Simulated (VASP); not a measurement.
Crystal: Sb.

```
Sb
1.0
    -4.00296    4.00296    2.01189
     4.00296   -4.00296    2.01189
     4.00296    4.00296   -2.01189
Sb
4
Direct
  0.65126 0.15126 0.80253
  0.15126 0.34874 0.50000
  0.34874 0.84874 0.19747
  0.84874 0.65126 0.50000
```

This cell differs from its parent crystal: volume scaled by 0.98.

Base run:

```yaml
Program: VASP 6.6.1
Functional: PBEsol
Potentials_or_basis: VASP PAW PBE potentials, release 64 (Sb)
Cutoff: 520 eV
k_mesh: 7 × 7 × 7
Occupations: fermi-dirac, width 0.05 eV
Spin: no spin polarisation
```

Its results: band gap on the k mesh zero (band 10 reaches 6.79 eV, above the bottom of band 11 at 5.24 eV); pressure 0.4 GPa; largest force 0.021 eV/Å.

The run is repeated on the same cell with these changes: functional from PBEsol to r2SCAN. What comes out?

Band gap on the k mesh zero (band 10 reaches 6.88 eV, above the bottom of band 11 at 5.17 eV); pressure 1.8 GPa; largest force 0.089 eV/Å.

Caveats: the PAW data sets were made with another functional, which shifts forces and pressure a little; spin-orbit coupling is left out, which moves the levels of the heavy elements.
